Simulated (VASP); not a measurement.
# BN: single point with PBE-based screened hybrid with 45 % exact exchange

BN:

```
B N
1.0
     2.50556    0.00000    0.00000
    -1.25278    2.16987    0.00000
     0.00000    0.00000    6.65288
B N
2 2
Direct
  0.33333 0.66667 0.25000
  0.66667 0.33333 0.75000
  0.33333 0.66667 0.75000
  0.66667 0.33333 0.25000
```

| Item | Value |
| --- | --- |
| Program | VASP 6.6.1 |
| Task | single point |
| Functional | PBE-based screened hybrid with 45 % exact exchange |
| Potentials or basis | VASP PAW PBE potentials, release 64 (B, N) |
| Cutoff | 520 eV |
| k mesh | 6 × 6 × 2 |
| Occupations | gaussian, width 0.05 eV |
| Spin | no spin polarisation |

```yaml
Pressure: -5.4 GPa
Band_gap_on_the_k_mesh: 6.25 eV (least direct gap 6.75 eV)
```

Stress tensor (GPa, compression positive):
```
-8.95  0.00  0.00
 0.00 -8.95  0.00
 0.00  0.00  1.78
```

Levels at points of the mesh, in eV from the valence-band top:
| k point | band 6 | band 7 | band 8 | band 9 | band 10 | band 11 |
| --- | --- | --- | --- | --- | --- | --- |
| (0.00, 0.00, 0.00) | -1.71 | -1.67 | -1.67 | 6.98 | 12.89 | 14.25 |
| (0.50, 0.00, 0.00) | -4.83 | -1.57 | -0.50 | 6.25 | 7.83 | 11.83 |
| (0.00, 0.00, 0.50) | -1.69 | -1.69 | -1.69 | 9.63 | 9.63 | 14.32 |
| (0.50, 0.00, 0.50) | -4.86 | -1.01 | -1.01 | 6.75 | 6.75 | 12.30 |

Run time: 9.9 min on 1 thread of Intel Xeon 8259CL (shared host), peak memory 0.25 GiB.

Caveat: the k points lie up to 0.48 Å⁻¹ apart; the PAW data sets were made with another functional, which shifts forces and pressure a little. A k mesh can miss the band edges.
